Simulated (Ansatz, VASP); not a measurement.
# AgBr: VASP beside Ansatz

```
CELL_PARAMETERS angstrom
0.00000 2.87015 2.87015
2.87015 0.00000 2.87015
2.87015 2.87015 0.00000
ATOMIC_POSITIONS crystal
Ag 0.00000 0.00000 0.00000
Br 0.50000 0.50000 0.50000
```

Alike in both runs: task relaxation of cell and atoms; functional PBEsol; k mesh 14 × 14 × 14; occupations fermi-dirac, width 0.1 eV; no spin polarisation.

|  | VASP | Ansatz |
| --- | --- | --- |
| version | VASP 6.6.1 | Ansatz 0.2.0 |
| potentials or method | VASP PAW PBE potentials, release 64 (Ag, Br) | PAW with Ansatz's default frozen-core files, scalar-relativistic |
| plane-wave cutoff (eV) | 500 | 420 |
| valence electrons in the cell | 18 | 26 |

```csv
,VASP,Ansatz,Ansatz less VASP
relaxed volume (Å³/atom),22.82,22.85,+0.032
relaxed cell length with the largest relative difference (Å),4.011,4.013,+0.0019
```

VASP's potentials were made for PBE, not for PBEsol. VASP's potentials hold 18 valence electrons a cell and Ansatz's 26, so a difference there can come from the potentials and not from the codes.
